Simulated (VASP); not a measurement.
Here is a VASP 6.6.1 calculation.

The input POSCAR:

```
AgBr
1.0
    0.0000000000      2.9214053718      2.9214053718
    2.9214053718      0.0000000000      2.9214053718
    2.9214053718      2.9214053718      0.0000000000
Ag Br
1 1
Direct
    0.0000000000      0.0000000000      0.0000000000
    0.5000000000      0.5000000000      0.5000000000
```

Contents of INCAR.step1:

```
  PREC = Accurate
  ENCUT = 550
  ISMEAR = 0
  SIGMA = 0.01
  LREAL = F
  LASPH = T
  NELM = 120
  NBANDS = 16
  GGA = PE
  ALGO = Normal
  EDIFF = 1E-5
  LWAVE = T
  LCHARG = F
  GGA_COMPAT = F
```

INCAR.step2

```
  PREC = Accurate
  ENCUT = 550
  EDIFF = 1E-6
  ISMEAR = 0
  SIGMA = 0.01
  LREAL = F
  LASPH = T
  NELM = 120
  ALGO = Normal
  ISIF = 2
  LWAVE = F
  LCHARG = T
  METAGGA = R2SCAN
  LMIXTAU = T
  LELF = T
  LVHAR = T
  NBANDS = 16
  ISTART = 1
  GGA_COMPAT = F
```

File KPOINTS:

```
regular mesh
0
Gamma
  6 6 6
```

Potentials or basis: VASP PAW PBE potentials, release 64 (Ag, Br).

Launch:

```console
$ cat potpaw_PBE.64/Ag/POTCAR potpaw_PBE.64/Br/POTCAR > POTCAR
$ cp INCAR.step1 INCAR
$ mpirun -np 1 vasp_std > vasp.out
$ cp INCAR.step2 INCAR
$ mpirun -np 1 vasp_std > vasp.out
```

Question: Estimate the band gap on the k mesh.

Answer: 1.25 eV (least direct gap 3.08 eV).

Question: Predict the pressure.

Answer: -1.3 GPa.

Caveat: the PAW data sets were made with another functional, which shifts forces and pressure a little. r2SCAN opens gaps a little over a GGA but as a rule still falls short of measured ones.
